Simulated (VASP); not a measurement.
Wanted: the native input for a VASP 6.6.1 run.

| Property | Result |
| --- | --- |
| Task | single point |
| Functional | PBE |
| Dispersion | D3(BJ) |
| Potentials or basis | VASP PAW PBE potentials, release 64 (O, H, Cl) |
| Cutoff | 520 eV |
| k mesh | 1 × 1 × 1 |
| Occupations | fermi-dirac, width 0.02 eV |
| Spin | no spin polarisation |
| Dipole correction | no |
| Further INCAR settings | ALGO = Normal; EDIFF = 1e-06; NBANDS = 55 |

The structure of H17ClO8 lies in POSCAR:

```
H17ClO8
1.0
    6.3980140000      0.0000000000      0.0000000000
    0.0000000000      6.3980140000      0.0000000000
    0.0000000000      0.0000000000      6.3980140000
O H Cl
8 17 1
Direct
    0.1706779635      0.8805544971      0.4588924000
    0.7916519095     -0.0283525482      0.6007645497
    0.5518118591      0.7758970205      0.8815548075
    0.7043748263      0.4543597435      0.2022502608
    0.5693016614     -0.0418098491      0.2803057324
    0.4080641274      0.4910586316      0.4829467394
    0.1582366028      0.2470923008      0.2765076788
   -0.1011720199      0.4462634811      0.7076883545
    0.1498746330      1.1012167213      0.3450914612
    0.3198961428      0.8735523242      0.4798832888
    0.7424647711     -0.0527194845      0.4612837671
    0.7514206752      0.1183335954      0.6131590209
    0.4317902399      0.8797886344      0.8881506042
    0.6456222196      0.8592666412      0.7929335572
    0.6816177645      0.5494517517      0.0914189935
    0.8512485281      0.4244129506      0.2060014248
    0.5785857924     -0.1006093453      0.1436226929
    0.5702550823      0.1098934763      0.2680988194
    0.5374480268      0.5227403379      0.3984673994
    0.4469824542      0.5167072157      0.6350564410
    0.2403870951      0.3565325115      0.3726156273
    0.2122064753      0.2180364094      0.1295089382
   -0.0235072946      0.5815710938      0.7103923186
    0.0219755693      0.3610339083      0.7488104903
    0.1169269089     -0.1082992316      0.6057973615
    0.2948414930      0.1621909549      0.8602200620
```

These files were run (other wordings do the same):

INCAR

```
  PREC = Accurate
  ENCUT = 520
  EDIFF = 1E-6
  ISMEAR = -1
  SIGMA = 0.02
  LREAL = False
  LASPH = True
  NELM = 120
  ALGO = Normal
  ISIF = 2
  LWAVE = False
  LCHARG = True
  GGA = PE
  IVDW = 12
  LELF = True
  LVHAR = True
  NBANDS = 55
  GGA_COMPAT = False
```

KPOINTS

```
Automatic mesh
0
Gamma
  1 1 1
```

Potentials or basis: VASP PAW PBE potentials, release 64 (O, H, Cl).

Run with:

```console
$ cat potpaw_PBE.64/O/POTCAR potpaw_PBE.64/H/POTCAR potpaw_PBE.64/Cl/POTCAR > POTCAR
$ mpirun -np 1 vasp_gam > vasp.out
```

It gave:

* Pressure: 0.9 GPa
* Largest force: 2.215 eV/Å
* Dispersion energy per atom: -0.041 eV

Caveat: the k points lie up to 0.98 Å⁻¹ apart, too coarse for converged energies, forces and pressures.

Wall time 25 s on 1 thread of AMD EPYC 7R13 Processor (Zen 3), on a shared host, peak memory 0.27 GiB.
